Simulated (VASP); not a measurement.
Write the native input for VASP 6.6.1 that does the following.

- Task: single point
- Functional: PBEsol
- Potentials or basis: VASP PAW PBE potentials, release 64 (Be)
- Cutoff: 520 eV
- k mesh: 9 × 9 × 9
- Occupations: fermi-dirac, width 0.136057 eV
- Spin: no spin polarisation
- Dipole correction: no
- Further INCAR settings: ALGO = Normal; EDIFF = 1e-06; NBANDS = 9

The structure of Be lies in POSCAR:

```
Be
1.0
    0.0000000000      2.4403479751      2.4403479751
    2.4403479751      0.0000000000      2.4403479751
    2.4403479751      2.4403479751      0.0000000000
Be
2
Direct
    0.0000000000      0.0000000000      0.0000000000
    0.2500000000      0.2500000000      0.2500000000
```

One way to write it, as run:

INCAR

```
SYSTEM = Be
ALGO     = Normal         ! electronic algorithm
EDIFF    = 1E-6           ! SCF threshold, eV
ENCUT    = 520            ! plane-wave cutoff, eV
GGA      = PS             ! functional
ISIF     = 2              ! what is computed and relaxed
ISMEAR   = -1             ! smearing method
LASPH    = .TRUE.         ! aspherical terms in the spheres
LCHARG   = .TRUE.         ! write CHGCAR
LELF     = .TRUE.         ! ELF
LREAL    = .FALSE.        ! projectors in reciprocal space
LVHAR    = .TRUE.       
LWAVE    = .FALSE.        ! write WAVECAR
NBANDS   = 9              ! bands
NELM     = 60             ! most SCF steps
PREC     = Accurate       ! precision mode
SIGMA    = 0.13605693000000002 ! smearing width, eV
```

KPOINTS

```
k-points
0
G
  9 9 9
  0 0 0
```

Potentials or basis: VASP PAW PBE potentials, release 64 (Be).

The run is started by

```console
$ cat potpaw_PBE.64/Be/POTCAR > POTCAR
$ mpirun -np 1 vasp_std > vasp.out
```

It gave:

```
Pressure               : 0.0 GPa
Band gap on the k mesh : zero (band 2 reaches 6.66 eV, above the bottom of band 3 at 0.55 eV)
```

Caveat: the PAW data sets were made with another functional, which shifts forces and pressure a little.

Wall time 14 s on 1 thread of AMD EPYC 7R43 64-Core Processor (Zen 3) (shared host), peak memory 0.1 GiB.
